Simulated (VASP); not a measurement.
# Cr (P6/mmm) in VASP: notebook, part 2 of 2

VASP 6.6.1. The steps go on from the part before.

### Step 3. Relaxation of cell and atoms, PBE, collinear spin, ferromagnetic start, target pressure 190 GPa, at which the enthalpy is minimised

This run uses another cell than the first one, of 8.13 Å³/atom.

INCAR reads:

```
SYSTEM = Cr
PREC     = Accurate       ! precision mode
ENCUT    = 600            ! plane-wave cutoff, eV
EDIFF    = 1E-7           ! SCF threshold, eV
ISMEAR   = -1             ! smearing method
SIGMA    = 0.05           ! smearing width, eV
LREAL    = .FALSE.        ! projectors in reciprocal space
LASPH    = .TRUE.         ! aspherical terms in the spheres
NELM     = 150            ! most SCF steps
ALGO     = Normal         ! electronic algorithm
ISIF     = 3              ! what is computed and relaxed
LWAVE    = .FALSE.        ! write WAVECAR
LCHARG   = .FALSE.        ! write CHGCAR
ISPIN    = 2              ! spin polarisation
MAGMOM   = 2 2 2          ! initial moments
LORBIT   = 11             ! projections on sites
LMAXMIX  = 4              ! l up to which the mixer works
GGA      = PE             ! functional
IBRION   = 2              ! ionic algorithm
NSW      = 32             ! ionic steps
EDIFFG   = -0.005         ! ionic threshold
PSTRESS  = 1900.0
```

KPOINTS reads:

```
Automatic mesh
0
G
  10 10 14
  0 0 0
```

POSCAR reads:

```
Cr
1.0
    3.7177304784      0.0000000000      0.0000000000
   -1.8588652392      3.2196490387      0.0000000000
    0.0000000000      0.0000000000      2.0365447464
Cr
3
Direct
    0.0000000000      0.0000000000      0.0000000000
    0.3333333333      0.6666666667      0.5000000000
    0.6666666667      0.3333333333      0.5000000000
```

Potentials or basis: VASP PAW PBE potentials, release 64 (Cr_pv).

Launch:

```console
cat potpaw_PBE.64/Cr_pv/POTCAR > POTCAR
mpirun -np 1 vasp_std > vasp.out
```

Run time: 19 min. Hardware: 1 thread of Intel Xeon 8259CL, shared host; peak memory 0.24 GiB.

It converged, with:

```yaml
Free_energy: -22.7790 eV
Relaxed_volume: 8.16 Å³/atom
Relaxed_cell: a = 3.718 Å, b = 3.718 Å, c = 2.045 Å, α = 90.00°, β = 90.00°, γ = 120.00°
Space_group_after_relaxing_to_0.1_Å: P6/mmm (No. 191)
Energy_change_on_relaxing_the_run_minimises_the_enthalpy: -38.7 meV/atom
Ionic_steps: 6
Pressure_after_relaxing: 190.1 GPa
Band_gap_on_the_k_mesh: zero (filled and empty bands overlap)
Net_moment: 0.00 μB per cell
```

Step by step:
```
step  energy change (eV)  largest force (eV/Å)  pressure (GPa)  volume (Å³)
   1              0.0000                0.0000          193.84        24.38
   2             -0.7822                0.0000          168.90        25.07
   3             -0.1386                0.0000          189.46        24.49
   4             -0.1358                0.0000          189.53        24.49
   5             -0.0942                0.0000          190.58        24.46
   6             -0.1160                0.0000          190.05        24.47
```

Final structure:
```
Cr
1.0
     3.71774    0.00000    0.00000
    -1.85887    3.21966    0.00000
     0.00000    0.00000    2.04457
Cr
3
Direct
  0.00000 0.00000 0.00000
  0.33333 0.66667 0.50000
  0.66667 0.33333 0.50000
```

Levels at points of the mesh, in eV from the Fermi level:
Spin up:
| k point | band 15 | band 16 | band 17 | band 18 | band 19 | band 20 | band 21 | band 22 |
| --- | --- | --- | --- | --- | --- | --- | --- | --- |
| (0.00, 0.00, 0.00) | -2.84 | -2.84 | -2.75 | -0.70 | -0.70 | 1.75 | 1.75 | 1.83 |
| (0.50, 0.00, 0.00) | -3.40 | -2.81 | -2.59 | 0.72 | 1.94 | 2.00 | 2.09 | 2.34 |
| (0.00, 0.00, 0.50) | -1.71 | -1.55 | -1.55 | 0.09 | 0.09 | 2.51 | 2.51 | 3.20 |
| (0.50, 0.00, 0.50) | -2.53 | -2.36 | -0.39 | -0.27 | 1.37 | 2.03 | 2.33 | 2.51 |
Spin down:
| k point | band 14 | band 15 | band 16 | band 17 | band 18 | band 19 | band 20 | band 21 | band 22 | band 23 |
| --- | --- | --- | --- | --- | --- | --- | --- | --- | --- | --- |
| (0.00, 0.00, 0.00) | -2.92 | -2.84 | -2.84 | -2.75 | -0.70 | -0.70 | 1.75 | 1.75 | 1.83 | 1.83 |
| (0.50, 0.00, 0.00) | -3.68 | -3.40 | -2.81 | -2.59 | 0.72 | 1.94 | 2.00 | 2.09 | 2.34 | 2.89 |
| (0.00, 0.00, 0.50) | -2.82 | -1.71 | -1.55 | -1.55 | 0.09 | 0.09 | 2.51 | 2.51 | 3.20 | 3.20 |
| (0.50, 0.00, 0.50) | -3.00 | -2.53 | -2.36 | -0.39 | -0.27 | 1.37 | 2.03 | 2.33 | 2.51 | 3.98 |

Caveat: the cell is relaxed towards a set pressure, so the run minimises the enthalpy, not the energy; the moments typed at the start vanished in this run.

### Step 4. Relaxation of cell and atoms, PBE, collinear spin, ferromagnetic start, target pressure 190 GPa, at which the enthalpy is minimised

This run uses another cell than the first one: it holds 1 atom, not 3.

INCAR reads:

```
SYSTEM = Cr
ALGO = Normal
EDIFF = 1E-7
EDIFFG = -0.005
ENCUT = 600
GGA = PE
IBRION = 2
ISIF = 3
ISMEAR = -1
ISPIN = 2
LASPH = .True.
LCHARG = .False.
LMAXMIX = 4
LORBIT = 11
LREAL = .False.
LWAVE = .False.
MAGMOM = 2
NELM = 150
NSW = 60
PREC = Accurate
PSTRESS = 1900.0
SIGMA = 0.05
```

KPOINTS reads:

```
k-points
0
Gamma
  20 20 18
  0 0 0
```

POSCAR reads:

```
Cr
1.0
    2.1615709962      0.0000000000      0.0000000000
   -1.0807854981      1.8719753948      0.0000000000
    0.0000000000      0.0000000000      2.0318767364
Cr
1
Direct
    0.0000000000      0.0000000000      0.0000000000
```

Potentials or basis: VASP PAW PBE potentials, release 64 (Cr_pv).

Launch:

```console
cat potpaw_PBE.64/Cr_pv/POTCAR > POTCAR
mpirun -np 1 vasp_std > vasp.out
```

OUTCAR:

```text
SYSTEM = Cr
   EDIFF = 1E-7
   EDIFFG = -0.005
   ENCUT = 600
   GGA = PE
   IBRION = 2
   ISIF = 3
   ISMEAR = -1
   ISPIN = 2
   LASPH = .True.
   LORBIT = 11
   LREAL = .False.
   NELM = 150
   NSW = 60
   PREC = Accurate
   PSTRESS = 1900.0

 ion  position               nearest neighbor table
   1  0.000  0.000  0.000-

  LATTYP: Found a hexagonal cell.
 ALAT       =     2.1615709962
 C/A-ratio  =     0.9400000000

  Lattice vectors:

 A1 = (   2.1615709962,   0.0000000000,   0.0000000000)
 A2 = (  -1.0807854981,   1.8719753948,   0.0000000000)
 A3 = (   0.0000000000,   0.0000000000,   2.0318767364)

Analysis of symmetry for initial positions (statically):
=====================================================================
 Subroutine PRICEL returns:
 Original cell was already a primitive cell.

 Routine SETGRP: Setting up the symmetry group for a
 hexagonal supercell.

 Subroutine GETGRP returns: Found 24 space group operations
 (whereof 24 operations were pure point group operations)
 out of a pool of 24 trial point group operations.

The static configuration has the point symmetry D_6h.

Analysis of symmetry for dynamics (positions and initial velocities):
=====================================================================
 Subroutine PRICEL returns:
 Original cell was already a primitive cell.

 Routine SETGRP: Setting up the symmetry group for a
 hexagonal supercell.

 Subroutine GETGRP returns: Found 24 space group operations
 (whereof 24 operations were pure point group operations)
 out of a pool of 24 trial point group operations.

The dynamic configuration has the point symmetry D_6h.

Analysis of structural, dynamic, and magnetic symmetry:
=====================================================================
 Subroutine PRICEL returns:
 Original cell was already a primitive cell.

 Routine SETGRP: Setting up the symmetry group for a
 hexagonal supercell.

 Subroutine GETGRP returns: Found 24 space group operations
 (whereof 24 operations were pure point group operations)
 out of a pool of 24 trial point group operations.

The overall configuration has the point symmetry D_6h.

 Subroutine INISYM returns: Found 24 space group operations
 (whereof 24 operations are pure point group operations),
 and found     1 'primitive' translations

[... 132 lines left out ...]

 number of electron      11.9999999 magnetization       0.0000058

 number of electron      11.9999999 magnetization      -0.0000083

 Free energy of the ion-electron system (eV)
  ---------------------------------------------------
  ext. energy  EPLUGINS =         0.00000000
  ---------------------------------------------------
  free energy    TOTEN  =        -6.99973277 eV

  energy without entropy =       -6.99504204  energy(sigma->0) =       -6.99738741

------------------------ aborting loop because EDIFF is reached ----------------------------------------

  FORCE on cell =-STRESS in cart. coord.  units (eV):
  Direction    XX          YY          ZZ          XY          YZ          ZX
  --------------------------------------------------------------------------------------
  -------------------------------------------------------------------------------------
  Total       10.7429121     10.7429121      8.4289140      0.0000000     -0.0000000      0.0000000
  in kB     2093.4645231   2093.4645232   1642.5371624      0.0000000     -0.0000000      0.0000000
  external PRESSURE =      43.1554029 kB  Pullay stress =    1900.0000000 kB
[... 182 lines left out ...]
 number of electron      12.0000004 magnetization       0.0000031

 number of electron      12.0000004 magnetization      -0.0000036

 Free energy of the ion-electron system (eV)
  ---------------------------------------------------
  ext. energy  EPLUGINS =         0.00000000
  ---------------------------------------------------
  free energy    TOTEN  =        -7.08636267 eV

  energy without entropy =       -7.07903477  energy(sigma->0) =       -7.08269872

 E-fermi :  16.4331     XC(G=0): -15.6307

 val. band max:       16.4306384181   @ k =   0.4500   0.1000   0.2222
 cond. band min:      16.4373836387   @ k =   0.0500   0.0500   0.3333
 fundamental gap:      0.0067452206
 Fermi energy:        16.4330924076

 spin component 1

 k-point     1 :       0.0000    0.0000    0.0000
  band No.  band energies     occupation
      1     -25.4494      1.00000
      2     -25.4494      1.00000
      3     -24.9412      1.00000
      4       7.8987      1.00000
      5      11.1663      1.00000
      6      15.2486      1.00000
      7      15.2486      1.00000
      8      20.9209      0.00000
      9      20.9209      0.00000
     10      24.4439      0.00000
     11      37.6562      0.00000
[... 310 lines left out ...]
  band No.  band energies     occupation
      1     -27.2476      1.00000
      2     -25.9585      1.00000
      3     -24.7460      1.00000
      4      11.1647      1.00000
      5      12.2180      1.00000
      6      14.1108      1.00000
      7      18.9023      0.00000
      8      19.1967      0.00000
      9      20.3947      0.00000
     10      24.4435      0.00000
     11      34.5228      0.00000

 [... further k-points ...]

 spin component 2

 k-point     1 :       0.0000    0.0000    0.0000
  band No.  band energies     occupation
      1     -25.4494      1.00000
      2     -25.4494      1.00000
      3     -24.9412      1.00000
      4       7.8987      1.00000
      5      11.1663      1.00000
      6      15.2486      1.00000
      7      15.2486      1.00000
      8      20.9209      0.00000
      9      20.9209      0.00000
     10      24.4439      0.00000
     11      37.6562      0.00000
[... 354 lines left out ...]
  energy  without entropy=       -7.0790347741  energy(sigma->0) =       -7.08269872

  enthalpy is  TOTEN    =         2.7196463202 eV   P V=        9.8060089939

 reached required accuracy - stopping structural energy minimisation

 total charge

# of ion       s       p       d       tot
------------------------------------------
    1        0.557   6.568   5.033  12.158

 magnetization (x)

# of ion       s       p       d       tot
------------------------------------------
    1        0.000  -0.000   0.000   0.000
```

OSZICAR:

```text
N       E                     dE             d eps       ncg     rms          rms(c)
DAV:   1     0.818093192679E+02    0.81809E+02   -0.78032E+03 19542   0.155E+03
[... 55 lines left out ...]
DAV:   2    -0.709022173447E+01    0.69689E-01   -0.16283E-01 19966   0.706E+00    0.539E-01
DAV:   3    -0.708680988535E+01    0.34118E-02   -0.39507E-03 20770   0.874E-01    0.262E-01
DAV:   4    -0.708632755423E+01    0.48233E-03   -0.79103E-04 20152   0.384E-01    0.816E-02
DAV:   5    -0.708635884663E+01   -0.31292E-04   -0.63992E-05 20272   0.105E-01    0.139E-02
DAV:   6    -0.708636190314E+01   -0.30565E-05   -0.25335E-06 19996   0.233E-02    0.698E-03
DAV:   7    -0.708636272194E+01   -0.81880E-06   -0.27381E-07 19630   0.902E-03    0.798E-04
DAV:   8    -0.708636267375E+01    0.48193E-07   -0.18064E-09  9710   0.655E-04
   6 F= 0.27196463E+01 E0= 0.27233103E+01  d E =-.618186E-03  mag=     0.0000
```

It took 5 min on 1 thread of Intel Xeon Platinum 8375C at 2.90GHz (Ice Lake), shared host; peak memory 0.21 GiB.

What came out:

```
Free energy                                                : -7.0864 eV
Relaxed volume                                             : 8.27 Å³/atom
Relaxed cell                                               : a = 2.195 Å, b = 2.195 Å, c = 1.981 Å, α = 90.00°, β = 90.00°, γ = 120.00°
Space group after relaxing (to 0.1 Å)                      : P6/mmm (No. 191)
Energy change on relaxing (the run minimises the enthalpy) : -86.6 meV/atom
Ionic steps                                                : 6
Pressure after relaxing                                    : 189.9 GPa
Band gap on the k mesh                                     : zero (filled and empty bands overlap)
Net moment                                                 : 0.00 μB per cell
```

Step by step:
| step | energy change (eV) | largest force (eV/Å) | pressure (GPa) | volume (Å³) |
| --- | --- | --- | --- | --- |
| 1 | 0.0000 | 0.0000 | 194.32 | 8.22 |
| 2 | -0.2083 | 0.0000 | 178.39 | 8.45 |
| 3 | -0.1389 | 0.0000 | 185.27 | 8.31 |
| 4 | -0.1346 | 0.0000 | 185.61 | 8.31 |
| 5 | 0.1448 | 0.0000 | 210.63 | 8.08 |
| 6 | -0.0866 | 0.0000 | 189.93 | 8.27 |

Final structure:
```cif
data_structure
_symmetry_space_group_name_H-M 'P 1'
_symmetry_Int_Tables_number 1
_cell_length_a 2.1952
_cell_length_b 2.1952
_cell_length_c 1.9814
_cell_angle_alpha 90.000
_cell_angle_beta 90.000
_cell_angle_gamma 120.000
_cell_volume 8.27
loop_
_atom_site_label
_atom_site_type_symbol
_atom_site_fract_x
_atom_site_fract_y
_atom_site_fract_z
_atom_site_occupancy
Cr1 Cr 0.00000 0.00000 0.00000 1
```

Caveat: the cell is relaxed towards a set pressure, so the run minimises the enthalpy, not the energy; an empty level that is flat over the whole mesh can mark a ghost state of the potentials, or a narrow d or f band; the moments typed at the start vanished in this run.
